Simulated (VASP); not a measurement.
A run of VASP 6.6.1 is set up as follows.

Contents of INCAR:

```
SYSTEM = ZnC2
  ALGO = Normal
  EDIFF = 1E-6
  EDIFFG = -0.001
  ENCUT = 600
  GGA = PE
  IBRION = 2
  ISIF = 3
  ISMEAR = 0
  LASPH = .True.
  LCHARG = .False.
  LREAL = .False.
  LWAVE = .False.
  NELM = 60
  NSW = 80
  PREC = Accurate
  PSTRESS = 310.0
  SIGMA = 0.01
```

File KPOINTS:

```
k-points
0
Gamma
  8 8 8
  0 0 0
```

POSCAR

```
ZnC2
1.0
   -2.1502781349      2.1502781349      2.5131542088
    2.1502781349     -2.1502781349      2.5131542088
    2.1502781349      2.1502781349     -2.5131542088
Zn C
1 2
Direct
    0.0000000000      0.0000000000      0.0000000000
    0.6233051663      0.6233051663      0.0000000000
    0.3766948337      0.3766948337      0.0000000000
```

Potentials or basis: VASP PAW PBE potentials, release 64 (Zn, C).

Command:

```bash
$ cat potpaw_PBE.64/Zn/POTCAR potpaw_PBE.64/C/POTCAR > POTCAR
$ mpirun -np 1 vasp_std > vasp.out
```

(1) Estimate the relaxed volume.

(2) Estimate the space group after relaxing (to 0.05 Å).

Answers

(1) 9.61 Å³/atom.

(2) I4/mmm (No. 139).

Caveat: the cell is relaxed towards a set pressure, so the enthalpy falls and the energy may rise; the volume moved by over 15 % at a fixed basis, so the end points are rough.
